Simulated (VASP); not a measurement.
Wanted: the native input for a VASP 6.6.1 run.

```yaml
Task: single point
Functional: r2SCAN
Potentials_or_basis: VASP PAW PBE potentials, release 64 (Ge_d)
Cutoff: 520 eV
k_mesh: 12 × 12 × 12
Occupations: gaussian, width 0.05 eV
Spin: no spin polarisation
Dipole_correction: no
Further_INCAR_settings: ALGO = Normal; EDIFF = 1e-07; NBANDS = 21
```

The system is Ge.

```
Ge
1.0
     0.00000    2.52027    3.56367
     2.52027    0.00000    3.56367
     2.52027    2.52027    0.00000
Ge
2
Direct
  0.50000 0.50000 0.50000
  0.75000 0.75000 0.75000
```

This cell differs from its parent crystal: ratio of the length along z to the lengths across it x 1.414, volume and fractional coordinates fixed.

These files were run (other wordings do the same):

POSCAR

```
Ge
1.0
    0.0000000000      2.5202744367      3.5636680535
    2.5202744367      0.0000000000      3.5636680535
    2.5202744367      2.5202744367      0.0000000000
Ge
2
Direct
    0.5000000000      0.5000000000      0.5000000000
    0.7500000000      0.7500000000      0.7500000000
```

INCAR.step1

```
  ALGO = Normal
  EDIFF = 1E-4
  ENCUT = 520
  GGA = PE
  ISMEAR = 0
  LASPH = T
  LCHARG = F
  LREAL = F
  LWAVE = T
  NBANDS = 21
  NELM = 80
  PREC = Accurate
  SIGMA = 0.05
```

INCAR.step2

```
  ALGO = Normal
  EDIFF = 1E-7
  ENCUT = 520
  ISIF = 2
  ISMEAR = 0
  ISTART = 1
  LASPH = T
  LCHARG = F
  LMIXTAU = T
  LREAL = F
  LWAVE = F
  METAGGA = R2SCAN
  NBANDS = 21
  NELM = 80
  PREC = Accurate
  SIGMA = 0.05
```

KPOINTS

```
k-points
0
Gamma
  12 12 12
```

Potentials or basis: VASP PAW PBE potentials, release 64 (Ge_d).

Command:

```console
$ cat potpaw_PBE.64/Ge_d/POTCAR > POTCAR
$ cp INCAR.step1 INCAR
$ mpirun -np 1 vasp_std > vasp.out
$ cp INCAR.step2 INCAR
$ mpirun -np 1 vasp_std > vasp.out
```

It gave:

```yaml
Pressure: 1.5 GPa
Band_gap_on_the_k_mesh: zero (band 14 reaches 6.22 eV, above the bottom of band 15 at 4.69 eV)
```

Caveat: the PAW data sets were made with another functional, which shifts forces and pressure a little.

It took 12 min on 1 thread of Intel Xeon 8259CL (shared host), peak memory 0.26 GiB.
